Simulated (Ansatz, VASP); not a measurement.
One calculation of TiAl, two programs

INCAR

```
PREC = Accurate
ENCUT = 520
EDIFF = 1E-7
ISMEAR = 0
SIGMA = 0.15
LREAL = F
LASPH = T
NELM = 100
ALGO = Normal
ISIF = 2
LWAVE = F
LCHARG = F
GGA = PS
NBANDS = 14
```

The input KPOINTS:

```
regular mesh
0
Gamma
  18 18 10
```

File POSCAR:

```
TiAl
1.0
    2.8242532992      0.0000000000      0.0000000000
   -1.4121266496      2.4458751038      0.0000000000
    0.0000000000      0.0000000000      4.5377405100
Ti Al
1 1
Direct
    0.0000000000      0.0000000000      0.0000000000
    0.3333333333      0.6666666667      0.5000000000
```

Input for Ansatz:

```yaml
crystal:
  lattice:
    - [2.8242532992, 0.0, 0.0]
    - [-1.4121266496, 2.4458751038, 0.0]
    - [0.0, 0.0, 4.53774051]
  atoms:
    - { symbol: Ti, position: [0.0, 0.0, 0.0] }
    - { symbol: Al, position: [0.3333333333, 0.6666666667, 0.5] }
basis:
  ecutwfc: 420
kpoints:
  mp_grid: { grid: [18, 18, 10] }
hamiltonian:
  xc: pbesol
scf:
  occupations: { method: gaussian, width: 0.15 }
output:
  forces: true
  stress: true
  eigenvalues: true
```

Change from the starting cell: strain -0.015 along x and y, -0.030 along z, atoms carried along.

Alike in both runs: task single point; functional PBEsol; k mesh 18 × 18 × 10; occupations gaussian, width 0.15 eV; no spin polarisation.

|  | VASP | Ansatz |
| --- | --- | --- |
| version | VASP 6.6.1 | Ansatz 0.2.0 |
| potentials or method | VASP PAW PBE potentials, release 64 (Ti_sv, Al), cutoff 520 eV | scalar-relativistic, plane waves, PAW |
| valence electrons in the cell | 15 | 15 |

```tsv
	VASP	Ansatz	Ansatz less VASP
gap on the k mesh at the Fermi level (eV)	none	none	-
pressure (GPa)	4.3	4.3	+0.02
traceless stress, the component that is largest in VASP (GPa)	1.51	1.44	-0.079
```

VASP's potentials were made for PBE, not for PBEsol. A gap of «none» marks a metal or a gap that the smearing closes. The functional is the same, so the differences come from potentials, cutoffs and numerics.
